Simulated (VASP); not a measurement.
Wanted: the native input for a VASP 6.6.1 run.

```
Task                   : single point
Functional             : PBEsol
Potentials or basis    : VASP PAW PBE potentials, release 64 (Ca_sv)
Cutoff                 : 520 eV
k mesh                 : 9 × 9 × 9
Occupations            : fermi-dirac, width 0.05 eV
Spin                   : no spin polarisation
Dipole correction      : no
Further INCAR settings : ALGO = Fast; EDIFF = 1e-06; NBANDS = 11
```

The structure of Ca lies in POSCAR:

```
Ca
1.0
   -1.7400546471      1.7403299288      1.7397570799
    1.7400546471     -1.7403299288      1.7397570799
    1.7400546471      1.7403299288     -1.7397570799
Ca
1
Direct
    0.5000000000      0.5000000000      0.0000000000
```

This isn't the form of Ca at room conditions, which is fcc.

The input as run:

INCAR

```
PREC = Accurate
ENCUT = 520
EDIFF = 1E-6
ISMEAR = -1
SIGMA = 0.05
LREAL = F
LASPH = T
NELM = 100
ALGO = Fast
ISIF = 2
LWAVE = F
LCHARG = T
GGA = PS
LELF = T
LVHAR = T
NBANDS = 11
```

KPOINTS

```
regular mesh
0
Gamma
  9 9 9
```

Potentials or basis: VASP PAW PBE potentials, release 64 (Ca_sv).

The run is started by

```console
$ cat potpaw_PBE.64/Ca_sv/POTCAR > POTCAR
$ mpirun -np 1 vasp_std > vasp.out
```

It gave:

```
Pressure               : 30.1 GPa
Band gap on the k mesh : zero (bands 5 and 6 overlap by 1.84 eV)
```

Caveat: the cell stands under pressure; the PAW data sets were made with another functional, which shifts forces and pressure a little.

It took 15 s on 1 thread of Intel(R) Xeon(R) Platinum 8559C (Emerald Rapids), on a shared host, peak memory 0.15 GiB.
